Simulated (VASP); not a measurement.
ZnSe, 2 atoms in the cell. Symmetry: F-43m, No. 216, cubic system. The conventional cell has a = 5.733 Å, b = 5.733 Å, c = 5.733 Å, α = 90.00°, β = 90.00°, γ = 90.00°. Within 3.3 Å of Zn (site symmetry -43m) lie 4 Se at 2.48 Å. Se (site symmetry -43m) has 4 Zn at 2.48 Å within 3.3 Å. 

* Program: VASP 6.6.1
* Task: relaxation of cell and atoms
* Functional: PBE
* Potentials or basis: VASP PAW PBE potentials, release 64 (Zn, Se)
* Cutoff: 600 eV
* k mesh: 8 × 8 × 8
* Occupations: gaussian, width 0.01 eV
* Spin: no spin polarisation
* Target pressure: 4 GPa
* Dipole correction: no
* Further INCAR settings: ALGO = Normal; EDIFF = 1e-06; IBRION = 2; EDIFFG = -0.001; NSW = 80; ISIF = 3

Potentials or basis: VASP PAW PBE potentials, release 64 (Zn, Se).

Launch:

```bash
$ cat potpaw_PBE.64/Zn/POTCAR potpaw_PBE.64/Se/POTCAR > POTCAR
$ mpirun -np 1 vasp_std > vasp.out
```

Hardware: 1 thread of Intel Xeon 8259CL, on a shared host.

Q: How long does it take, and how much memory?

A: It took 2.6 min on 1 thread of Intel Xeon 8259CL (shared host), peak memory 0.2 GiB. Counts: scf iterations 67, k points 29, ion steps 18.
